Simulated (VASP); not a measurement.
Hg, 3 atoms in the cell. The structure is hexagonal, space group P6/mmm (No. 191). Conventional cell: a = 5.467 Å, b = 5.467 Å, c = 3.185 Å, α = 90.00°, β = 90.00°, γ = 120.00°. Within 4.2 Å of Hg (site symmetry -6m2) lie 11 Hg at 3.16 to 3.54 Å. Hg (site symmetry 6/mmm) has 14 Hg at 3.19 to 3.54 Å within 4.2 Å. 

```yaml
Program: VASP 6.6.1
Task: single point
Functional: PBEsol
Potentials_or_basis: VASP PAW PBE potentials, release 64 (Hg)
Cutoff: 520 eV
k_mesh: 4 × 4 × 6
Occupations: methfessel-paxton, width 0.1 eV
Spin: no spin polarisation
Dipole_correction: no
Further_INCAR_settings: ALGO = Normal; EDIFF = 1e-06; NBANDS = 25
```

Potentials or basis: VASP PAW PBE potentials, release 64 (Hg).

Launch:

```console
$ cat potpaw_PBE.64/Hg/POTCAR > POTCAR
$ mpirun -np 1 vasp_std > vasp.out
```

Hardware: 1 thread of Intel(R) Xeon(R) Platinum 8488C (Sapphire Rapids), on a shared host.

Problem. Estimate the wall time of this run.

Solution. Wall time 22 s on 1 thread of Intel(R) Xeon(R) Platinum 8488C (Sapphire Rapids) (shared host), peak memory 0.2 GiB. Counts: scf iterations 11, k points 16.
